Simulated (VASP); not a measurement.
Here is a VASP 6.6.1 calculation.

File INCAR:

```
PREC = Accurate
ENCUT = 520
EDIFF = 1E-6
ISMEAR = -1
SIGMA = 0.05
LREAL = Auto
LASPH = True
NELM = 60
ALGO = Normal
ISIF = 2
LWAVE = False
LCHARG = True
GGA = PS
IVDW = 13
LELF = True
LVHAR = True
NBANDS = 54
```

Contents of KPOINTS:

```
Automatic mesh
0
Gamma
  2 2 2
  0.5 0.5 0.5
```

Contents of POSCAR:

```
Li8Br3Cl5
1.0
    0.0000000000      5.1974390000      5.1974390000
    5.1974390000      0.0000000000      5.1974390000
    5.1974390000      5.1974390000      0.0000000000
Cl Br Li
5 3 8
Direct
    0.7503870000      0.2460000000      0.2489190000
    0.2497050000      0.7492670000      0.7540430000
    0.2514920000      0.7447480000      0.2533040000
    0.2444000000      0.2516270000      0.7506420000
    0.7468450000      0.7511840000      0.2525770000
    0.7478890000      0.2498310000      0.7508690000
    0.2493340000      0.2520380000      0.2521080000
    0.7505310000      0.7516870000      0.7531730000
    0.9987550000      0.9995220000      0.0013710000
    0.5024280000      0.5005960000      0.4984550000
    0.9940380000      0.9932480000      0.5046720000
    0.5062370000      0.4986700000      0.9954340000
    0.0004980000      0.4983510000      0.0039500000
    0.5013960000      0.9995340000      0.4943200000
    0.4986830000      0.0041910000      0.9964540000
    0.0005890000      0.4993310000      0.5031540000
```

Potentials or basis: VASP PAW PBE potentials, release 64 (Cl, Br, Li_sv).

The run is started by

```bash
$ cat potpaw_PBE.64/Cl/POTCAR potpaw_PBE.64/Br/POTCAR potpaw_PBE.64/Li_sv/POTCAR > POTCAR
$ mpirun -np 1 vasp_std > vasp.out
```

Task: Predict the dispersion energy per atom.

Result: -0.077 eV.

Task: What does it give for the band gap on the k mesh?

Result: 6.21 eV.

Forces on the atoms (eV/Å):
```
Cl   0.051  0.039  0.034
Cl  -0.021 -0.027  0.009
Cl   0.050 -0.031  0.048
Cl  -0.004  0.086  0.028
Cl  -0.029  0.023 -0.006
Br  -0.040 -0.012  0.044
Br  -0.068 -0.047 -0.092
Br  -0.046 -0.052 -0.100
Li  -0.024  0.204  0.012
Li   0.017 -0.221 -0.027
Li  -0.193  0.022  0.174
Li   0.247 -0.017 -0.064
Li  -0.016 -0.005  0.014
Li   0.035  0.040 -0.027
Li   0.055  0.001 -0.241
Li  -0.013 -0.003  0.192
```

Caveat: the PAW data sets were made with another functional, which shifts forces and pressure a little; a shifted mesh leaves out Γ, where band edges can lie. A k mesh can miss the band edges.
